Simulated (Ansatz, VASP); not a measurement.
# One calculation of BN, two programs

The input INCAR:

```
SYSTEM = BN
ALGO     = Normal         ! electronic algorithm
EDIFF    = 1E-7           ! SCF threshold, eV
ENCUT    = 520            ! plane-wave cutoff, eV
GGA      = PE             ! functional
ISIF     = 2              ! what is computed and relaxed
ISMEAR   = 0              ! smearing method
IVDW     = 12             ! dispersion correction
LASPH    = .TRUE.         ! aspherical terms in the spheres
LCHARG   = .FALSE.        ! write CHGCAR
LREAL    = .FALSE.        ! projectors in reciprocal space
LWAVE    = .FALSE.        ! write WAVECAR
NBANDS   = 16             ! bands
NELM     = 80             ! most SCF steps
PREC     = Accurate       ! precision mode
SIGMA    = 0.05           ! smearing width, eV
```

File KPOINTS:

```
k-points
0
G
  12 12 4
  0 0 0
```

File POSCAR:

```
BN
1.0
    2.5061233057      0.0000000000      0.0000000000
   -1.2530616528      2.1703664477      0.0000000000
    0.0000000000      0.0000000000      6.5973571420
B N
2 2
Direct
   -0.1105804046     -0.2211608093      0.4563461559
    0.3333333333      0.6666666667      0.0000000000
    0.0000000000      0.0000000000      0.0000000000
    0.6666666667      0.3333333333      0.5000000000
```

Input for Ansatz:

```yaml
crystal:
  lattice:
    - [2.5061233057, 0.0, 0.0]
    - [-1.2530616528, 2.1703664477, 0.0]
    - [0.0, 0.0, 6.597357142]
  atoms:
    - { symbol: B, position: [-0.1105804046, -0.2211608093, 0.4563461559] }
    - { symbol: B, position: [0.3333333333, 0.6666666667, 0.0] }
    - { symbol: "N", position: [0.0, 0.0, 0.0] }
    - { symbol: "N", position: [0.6666666667, 0.3333333333, 0.5] }
basis:
  ecutwfc: 420
kpoints:
  mp_grid: { grid: [12, 12, 4] }
hamiltonian:
  xc: pbe
  dispersion: d3bj
scf:
  occupations: { method: gaussian, width: 0.05 }
output:
  forces: true
  stress: true
  eigenvalues: true
  write_density: true
  write_potential: true
  elf: true
  volumetric_format: npy
```

Alike in both runs: task single point; functional PBE; dispersion D3(BJ); k mesh 12 × 12 × 4; occupations gaussian, width 0.05 eV; no spin polarisation.

|  | VASP | Ansatz |
| --- | --- | --- |
| version | VASP 6.6.1 | Ansatz 0.2.0 |
| potentials or method | VASP PAW PBE potentials, release 64 (B, N), cutoff 520 eV | scalar-relativistic, plane waves, PAW |
| valence electrons in the cell | 16 | 16 |

VASP gave:

```
gap on the k mesh at the Fermi level (eV) : 2.03
least direct gap on the mesh (eV)         : 3.18
rms of the force components (eV/Å)        : 19.922
```

Problem. What did Ansatz give for the same quantities?

Solution. gap on the k mesh at the Fermi level (eV): 2.04; least direct gap on the mesh (eV): 3.19; rms of the force components (eV/Å): 19.251.

Atom by atom the forces differ by 0.675 eV/Å (rms over components).
